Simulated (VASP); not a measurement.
GdN, 2 atoms in the cell. It takes space group Fm-3m (No. 225, cubic). The conventional cell has a = 4.957 Å, b = 4.957 Å, c = 4.957 Å, α = 90.00°, β = 90.00°, γ = 90.00°. Within 3.3 Å of Gd (site symmetry m-3m) lie 6 N at 2.48 Å. Within 3.3 Å of N (site symmetry m-3m) lie 6 Gd at 2.48 Å. 

* Program: VASP 6.6.1
* Task: electric field gradients
* Functional: PBE
* Potentials or basis: VASP PAW PBE potentials, release 64 (Gd, N)
* Cutoff: 520 eV
* k mesh: 11 × 11 × 11
* Occupations: fermi-dirac, width 0.05 eV
* Spin: collinear spin, ferromagnetic start
* Starting moments: [7.0, 0.0] μB
* Dipole correction: no
* Further INCAR settings: ALGO = Normal; EDIFF = 1e-08; NBANDS = 22

Potentials or basis: VASP PAW PBE potentials, release 64 (Gd, N).

Command:

```console
$ cat potpaw_PBE.64/Gd/POTCAR potpaw_PBE.64/N/POTCAR > POTCAR
$ mpirun -np 1 vasp_std > vasp.out
```

Hardware: 1 thread of Intel Xeon 8259CL (shared host).

Task: How long does it take, and how much memory?

Result: It took 11 min on 1 thread of Intel Xeon 8259CL, on a shared host, peak memory 0.24 GiB. Counts: scf iterations 53, k points 56.
